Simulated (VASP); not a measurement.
# Cu (Fm-3m) in VASP: single point with PBE

Aim: the single point of Cu with PBE.

All numbers are computed with VASP 6.6.1; they aren't measurements. Logs are shortened: lines on timing, memory, paths and dates and some standing lists are left out, and cuts for length are marked.

## (1) The cell of the first run

Symmetry: Fm-3m, No. 225, cubic system. The conventional cell has a = 3.627 Å, b = 3.627 Å, c = 3.627 Å, α = 90.00°, β = 90.00°, γ = 90.00°. Within 3.4 Å of Cu (site symmetry m-3m) lie 12 Cu at 2.56 Å.

## (2) Single point, PBE

File INCAR:

```
  PREC = Accurate
  ENCUT = 600
  EDIFF = 1E-6
  ISMEAR = 0
  SIGMA = 0.1
  LREAL = F
  LASPH = T
  NELM = 120
  ALGO = Normal
  ISIF = 2
  LWAVE = F
  LCHARG = F
  GGA = PE
  NBANDS = 12
  GGA_COMPAT = F
```

File KPOINTS:

```
regular mesh
0
Gamma
  10 10 10
```

File POSCAR:

```
Cu
1.0
    0.0000000000      1.8133626058      1.8133626058
    1.8133626058      0.0000000000      1.8133626058
    1.8133626058      1.8133626058      0.0000000000
Cu
1
Direct
    0.0000000000      0.0000000000      0.0000000000
```

Potentials or basis: VASP PAW PBE potentials, release 64 (Cu).

Command:

```console
$ cat potpaw_PBE.64/Cu/POTCAR > POTCAR
$ mpirun -np 1 vasp_std > vasp.out
```

OUTCAR:

```text
PREC = Accurate
   ENCUT = 600
   EDIFF = 1E-6
   ISMEAR = 0
   LREAL = F
   LASPH = T
   NELM = 120
   ISIF = 2
   GGA = PE

 ion  position               nearest neighbor table
   1  0.000  0.000  0.000-

  LATTYP: Found a face centered cubic cell.
 ALAT       =     3.6267252116

  Lattice vectors:

 A1 = (   0.0000000000,   1.8133626058,   1.8133626058)
 A2 = (   1.8133626058,   0.0000000000,   1.8133626058)
 A3 = (   1.8133626058,   1.8133626058,   0.0000000000)

Analysis of symmetry for initial positions (statically):
=====================================================================
 Subroutine PRICEL returns:
 Original cell was already a primitive cell.

 Routine SETGRP: Setting up the symmetry group for a
 face centered cubic supercell.

 Subroutine GETGRP returns: Found 48 space group operations
 (whereof 48 operations were pure point group operations)
 out of a pool of 48 trial point group operations.

The static configuration has the point symmetry O_h .

Analysis of symmetry for dynamics (positions and initial velocities):
=====================================================================
 Subroutine PRICEL returns:
 Original cell was already a primitive cell.

 Routine SETGRP: Setting up the symmetry group for a
 face centered cubic supercell.

 Subroutine GETGRP returns: Found 48 space group operations
 (whereof 48 operations were pure point group operations)
 out of a pool of 48 trial point group operations.

The dynamic configuration has the point symmetry O_h .

 Subroutine INISYM returns: Found 48 space group operations
 (whereof 48 operations are pure point group operations),
 and found     1 'primitive' translations

----------------------------------------------------------------------------------------

                                     Primitive cell

  volume of cell :      11.9257

  direct lattice vectors                    reciprocal lattice vectors
     0.000000000  1.813362606  1.813362606    -0.275730843  0.275730843  0.275730843
     1.813362606  0.000000000  1.813362606     0.275730843 -0.275730843  0.275730843
     1.813362606  1.813362606  0.000000000     0.275730843  0.275730843 -0.275730843

  length of vectors
     2.564481991  2.564481991  2.564481991     0.477579829  0.477579829  0.477579829

  position of ions in fractional coordinates (direct lattice)
     0.000000000  0.000000000  0.000000000

  ion indices of the primitive-cell ions
   primitive index   ion index
                 1           1

----------------------------------------------------------------------------------------

 KPOINTS: regular mesh

Automatic generation of k-mesh.
 Grid dimensions read from file:
 generate k-points for:   10   10   10

 Generating k-lattice:

  Cartesian coordinates                     Fractional coordinates (reciprocal lattice)
    -0.027573084  0.027573084  0.027573084     0.100000000  0.000000000  0.000000000
     0.027573084 -0.027573084  0.027573084     0.000000000  0.100000000  0.000000000
     0.027573084  0.027573084 -0.027573084     0.000000000  0.000000000  0.100000000

  Length of vectors
     0.047757983  0.047757983  0.047757983

  Shift w.r.t. Gamma in fractional coordinates (k-lattice)
     0.000000000  0.000000000  0.000000000

 Subroutine IBZKPT returns following result:
 ===========================================

 Found     47 irreducible k-points:

 Following reciprocal coordinates:
            Coordinates               Weight
  0.000000  0.000000  0.000000      1.000000
  0.100000  0.000000  0.000000      8.000000
  0.200000  0.000000  0.000000      8.000000
  0.300000  0.000000  0.000000      8.000000
  0.400000  0.000000  0.000000      8.000000
  0.500000  0.000000  0.000000      4.000000
[... 16 lines left out ...]
  0.300000  0.300000  0.000000      6.000000
  0.400000  0.300000  0.000000     24.000000
 [... further k-points ...]
   k-points           NKPTS =     47   k-points in BZ     NKDIM =     47   number of bands    NBANDS=     12
   number of dos      NEDOS =    301   number of ions     NIONS =      1
   total plane-waves  NPLWV =   8000
   dimension x,y,z NGX =    20 NGY =   20 NGZ =   20
   dimension x,y,z NGXF=    40 NGYF=   40 NGZF=   40
   ions per type =               1
   NGX,Y,Z   is equivalent  to a cutoff of  12.97, 12.97, 12.97 a.u.
   NGXF,Y,Z  is equivalent  to a cutoff of  25.93, 25.93, 25.93 a.u.
 SYSTEM =  unknown system
   PREC   = accura    normal or accurate (medium, high low for compatibility)
   ISTART =      0    job   : 0-new  1-cont  2-samecut
   ICHARG =      2    charge: 1-file 2-atom 10-const
   ISPIN  =      1    spin polarized calculation?
   LNONCOLLINEAR =      F non collinear calculations
   LSORBIT =      F    spin-orbit coupling
   LASPH  =      T    aspherical Exc in radial PAW
   ENCUT  =  600.0 eV  44.10 Ry    6.64 a.u.   5.12  5.12  5.12*2*pi/ulx,y,z
   NELM   =    120;   NELMIN=  2; NELMDL= -5     # of ELM steps
   EDIFF  = 0.1E-05   stopping-criterion for ELM
   LREAL  =      F    real-space projection
   EDIFFG = 0.1E-04   stopping-criterion for IOM
   NSW    =      0    number of steps for IOM
   IBRION =     -1    ionic relax: 0-MD 1-quasi-New 2-CG
   NFREE  =      0    steps in history (QN), initial steepest desc. (CG)
   ISIF   =      2    stress and relaxation
   ISYM   =      2    0-nonsym 1-usesym 2-fastsym
   POTIM  = 0.5000    time-step for ionic-motion
   TEBEG  =    0.0;   TEEND  =   0.0 temperature during run
   PSTRESS=    0.0 pullay stress
   NELECT =      11.0000    total number of electrons
   NUPDOWN=      -1.0000    fix difference up-down
   EMIN   =  10.00;   EMAX   =-10.00  energy-range for DOS
   EFERMI =   0.00;   METHOD = LEGACY
   ISMEAR =     0;   SIGMA  =   0.10  broadening in eV -4-tet -1-fermi 0-gaus
   EFERMI_NEDOS =   21; number of points for ismear=-14 and -15
   IALGO  =     38    algorithm
   IMIX   =      4    mixing-type and parameters
     AMIX     =   0.40;   BMIX     =  1.00
     AMIX_MAG =   1.60;   BMIX_MAG =  1.00
  volume/ion in A,a.u.               =      11.93        80.48
  Fermi-wavevector in a.u.,A,eV,Ry     =   1.593594  3.011456 34.552573  2.539542
  Thomas-Fermi vector in A             =   2.691800
   LORBIT       =      0    0 simple, 1 ext, 2 COOP (PROOUT), +10 PAW based schemes
   GGA     = PE    functional components
   LHFCALC =     F    Hartree Fock is set to
   AEXX    =    0.0000 exact exchange contribution
   IVDW    =     0    specifies the selected vdW correction
   LEPSILON=     F    determine dielectric tensor
   LRPA    =     F    only Hartree local field effects (RPA)
 non-spin polarized calculation
 Gauss-broadening in eV      SIGMA  =   0.10
  energy-cutoff  :      600.00
  volume of cell :       11.93
 maximum number of plane-waves:       411
   NGX = 11   NGY = 11   NGZ = 11

 number of electron      10.9999998 magnetization

 Free energy of the ion-electron system (eV)
  ---------------------------------------------------
  ext. energy  EPLUGINS =         0.00000000
  ---------------------------------------------------
  free energy    TOTEN  =        -3.71461366 eV

  energy without entropy =       -3.71185498  energy(sigma->0) =       -3.71323432

 E-fermi :   7.3563     XC(G=0): -12.6703

 val. band max:        7.3560433360   @ k =   0.5000   0.1000   0.0000
 cond. band min:       7.5612474640   @ k =   0.5000   0.3000   0.1000
 fundamental gap:      0.2052041280
 Fermi energy:         7.3562626139

 k-point     1 :       0.0000    0.0000    0.0000
  band No.  band energies     occupation
      1      -1.8122      2.00000
      2       4.4653      2.00000
      3       4.4653      2.00000
      4       4.4653      2.00000
      5       5.2751      2.00000
      6       5.2751      2.00000
      7      29.9816      0.00000
      8      32.5506      0.00000
      9      32.5506      0.00000
     10      32.5506      0.00000
     11      35.0344      0.00000
     12      35.0344      0.00000

 k-point     2 :       0.1000    0.0000    0.0000
  band No.  band energies     occupation
      1      -1.4523      2.00000
      2       4.3931      2.00000
      3       4.5286      2.00000
      4       4.5286      2.00000
      5       5.2528      2.00000
      6       5.2528      2.00000
      7      27.4355      0.00000
      8      30.7048      0.00000
      9      31.6534      0.00000
     10      31.6534      0.00000
     11      36.4210      0.00000
     12      36.4210      0.00000

 k-point     3 :       0.2000    0.0000    0.0000
  band No.  band energies     occupation
      1      -0.4181      2.00000
      2       4.2481      2.00000
      3       4.6231      2.00000
      4       4.6231      2.00000
      5       5.2743      2.00000
      6       5.2743      2.00000
      7      22.3058      0.00000
      8      30.2057      0.00000
      9      30.5501      0.00000
     10      30.5501      0.00000
     11      36.8681      0.00000
     12      36.9680      0.00000
[... 286 lines left out ...]
 k-point    23 :       0.3000    0.3000    0.0000
  band No.  band energies     occupation
      1       1.8070      2.00000
      2       3.5499      2.00000
      3       5.0103      2.00000
      4       5.3538      2.00000
      5       5.3538      2.00000
      6       5.6266      2.00000
      7      22.9022      0.00000
      8      23.1128      0.00000
      9      23.1128      0.00000
     10      25.8090      0.00000
     11      28.5425      0.00000
     12      46.2966      0.00000

 k-point    24 :       0.4000    0.3000    0.0000
  band No.  band energies     occupation
      1       2.5239      2.00000
      2       3.4157      2.00000
      3       4.9874      2.00000
      4       5.4113      2.00000
      5       5.8031      2.00000
      6       6.4167      2.00000
      7      19.5220      0.00000
      8      20.3301      0.00000
      9      22.3133      0.00000
     10      26.3771      0.00000
     11      30.0123      0.00000
     12      44.8686      0.00000

 [... further k-points ...]
[... 5 lines left out ...]
  --------------------------------------------------------------------------------------
  -------------------------------------------------------------------------------------
  Total        0.0898510      0.0898510      0.0898510     -0.0000000     -0.0000000      0.0000000
  in kB       12.0711709     12.0711709     12.0711709     -0.0000000     -0.0000000      0.0000000
  external PRESSURE =      12.0711709 kB  Pullay stress =       0.0000000 kB

 VOLUME and BASIS-vectors are now :
 -----------------------------------------------------------------------------
  energy-cutoff  :      600.00
  volume of cell :       11.93
      direct lattice vectors                 reciprocal lattice vectors
     0.000000000  1.813362606  1.813362606    -0.275730843  0.275730843  0.275730843
     1.813362606  0.000000000  1.813362606     0.275730843 -0.275730843  0.275730843
     1.813362606  1.813362606  0.000000000     0.275730843  0.275730843 -0.275730843

 POSITION                                       TOTAL-FORCE (eV/Angst)
 -----------------------------------------------------------------------------------
      0.00000      0.00000      0.00000        -0.000000      0.000000      0.000000
 -----------------------------------------------------------------------------------
    total drift:                                0.000000      0.000000      0.000000

  FREE ENERGIE OF THE ION-ELECTRON SYSTEM (eV)
  ---------------------------------------------------
  free  energy   TOTEN  =        -3.7146136628 eV

  energy  without entropy=       -3.7118549804  energy(sigma->0) =       -3.71323432
```

Wall time 3.3 s (1 thread of Intel Xeon 6975P-C (Granite Rapids), shared host); peak memory 0.13 GiB.

What came out:

```
Free energy : -3.7146 eV
Pressure    : 1.2 GPa
```

Levels at points of the mesh, in eV from the Fermi level:
```
           k point  band 3  band 4  band 5  band 6  band 7  band 8  band 9  band 10
(0.00, 0.00, 0.00)   -2.89   -2.89   -2.08   -2.08   22.63   25.19   25.19    25.19
(0.50, 0.00, 0.00)   -2.92   -1.52   -1.52   -0.86    3.82   21.12   22.03    22.03
(0.50, 0.50, 0.00)   -1.54   -1.38   -1.38    1.61    7.15   13.12   13.12    17.58
```
